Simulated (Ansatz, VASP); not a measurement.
## Pb: VASP beside Ansatz

File INCAR:

```
PREC = Accurate
ENCUT = 600
EDIFF = 1E-6
ISMEAR = -1
SIGMA = 0.08
LREAL = False
LASPH = True
NELM = 60
ALGO = Normal
ISIF = 3
LWAVE = False
LCHARG = False
GGA = PE
IBRION = 2
NSW = 60
EDIFFG = -0.005
```

Contents of KPOINTS:

```
Automatic mesh
0
Gamma
  15 15 15
```

File POSCAR:

```
Pb
1.0
    0.0000000000      2.5175827160      2.5175827160
    2.5175827160      0.0000000000      2.5175827160
    2.5175827160      2.5175827160      0.0000000000
Pb
1
Direct
    0.0000000000      0.0000000000      0.0000000000
```

Input for Ansatz:

```yaml
crystal:
  lattice:
    - [0.0, 2.517582716, 2.517582716]
    - [2.517582716, 0.0, 2.517582716]
    - [2.517582716, 2.517582716, 0.0]
  atoms:
    - { symbol: Pb, position: [0.0, 0.0, 0.0] }
kpoints:
  mp_grid: { grid: [15, 15, 15] }
scf:
  occupations: { method: fermi_dirac, width: 0.08 }
hamiltonian:
  xc: pbe
  pseudopotentials: { kind: paw }
output:
  forces: true
  stress: true
  write_density: true
  write_potential: true
  elf: true
  volumetric_format: npy
relax:
  f_tol: 0.005
  max_steps: 40
  cell: {}
```

Alike in both runs: task relaxation of cell and atoms; functional PBE; k mesh 15 × 15 × 15; occupations fermi-dirac, width 0.08 eV; no spin polarisation.

|  | VASP | Ansatz |
| --- | --- | --- |
| version | VASP 6.6.1 | Ansatz 0.2.0 |
| potentials or method | VASP PAW PBE potentials, release 64 (Pb_d) | PAW with Ansatz's default frozen-core files, scalar-relativistic |
| plane-wave cutoff (eV) | 600 | 420 |
| valence electrons in the cell | 14 | 14 |

```csv
,VASP,Ansatz,Ansatz less VASP
relaxed volume (Å³/atom),32.01,31.99,-0.026
relaxed length of the cell vector where the two differ most in proportion (Å),3.564,3.563,-0.0010
```

Neither program's run includes spin-orbit coupling.
